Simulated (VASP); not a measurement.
The system is ZrCrC5.

```
Zr Cr C
1.0
     4.93819    0.00000    0.00000
     0.00000    4.93819    0.00000
     0.00000    0.00000    3.75341
Zr Cr C
1 1 5
Direct
  0.00000 0.00000 0.00000
  0.50000 0.50000 0.00000
  0.71124 0.00000 0.50000
  0.28876 0.00000 0.50000
  0.00000 0.28876 0.50000
  0.00000 0.71124 0.50000
  0.00000 0.00000 0.50000
```

The cell was generated, and may not be a known phase.

| Quantity | Value |
| --- | --- |
| Program | VASP 6.6.1 |
| Task | relaxation of cell and atoms |
| Functional | PBE |
| Potentials or basis | VASP PAW PBE potentials, release 64 (Zr_sv, Cr_pv, C) |
| Cutoff | 600 eV |
| k mesh | 3 × 3 × 4 |
| Occupations | gaussian, width 0.2 eV |
| Spin | collinear spin, ferromagnetic start |
| Starting moments | [0.0, 3.0, 0.0, 0.0, 0.0, 0.0, 0.0] μB |

At the start: pressure 25.3 GPa; volume 13.08 Å³/atom.

How do energy, volume and symmetry change on relaxing?

Over 16 steps the energy falls by 1107.0 meV/atom and the volume is 12.51 Å³/atom (-4.4 %); space group P4/mmm (No. 123, to 0.1 Å) before and after; moment 4.32 μB per cell.

The path:
```csv
step,energy change (eV),largest force (eV/Å),pressure (GPa),volume (Å³)
1,0.0000,2.7069,25.30,91.53
2,-1.1588,1.6270,-18.73,120.93
3,-1.8511,1.6663,-7.77,107.20
4,-3.5694,4.4347,-12.53,101.44
5,-1.1204,33.5665,46.72,83.89
6,-1.7950,5.1548,-13.96,99.28
7,-7.2039,4.4274,-8.82,91.60
8,-7.3419,3.4527,6.13,87.74
9,-7.5793,1.4784,-3.37,89.72
10,-7.5945,0.5523,-1.58,89.27
11,-6.9161,8.6423,13.14,86.07
12,-7.6295,0.8953,0.61,88.63
13,-7.7457,0.3302,0.11,87.66
14,-7.7483,0.2357,0.15,87.49
15,-7.7443,0.5076,-0.88,87.66
16,-7.7493,0.0069,-0.18,87.54
```

Final structure:
```
CELL_PARAMETERS angstrom
4.52100 0.00000 0.00000
0.00000 4.52100 0.00000
0.00000 0.00000 4.28309
ATOMIC_POSITIONS crystal
Zr 0.00000 0.00000 0.00000
Cr 0.50000 0.50000 0.00000
C 0.64297 0.00000 0.50000
C 0.35703 0.00000 0.50000
C 0.00000 0.35703 0.50000
C 0.00000 0.64297 0.50000
C 0.00000 0.00000 0.50000
```

Caveat: the k points lie up to 0.46 Å⁻¹ apart in the final cell.
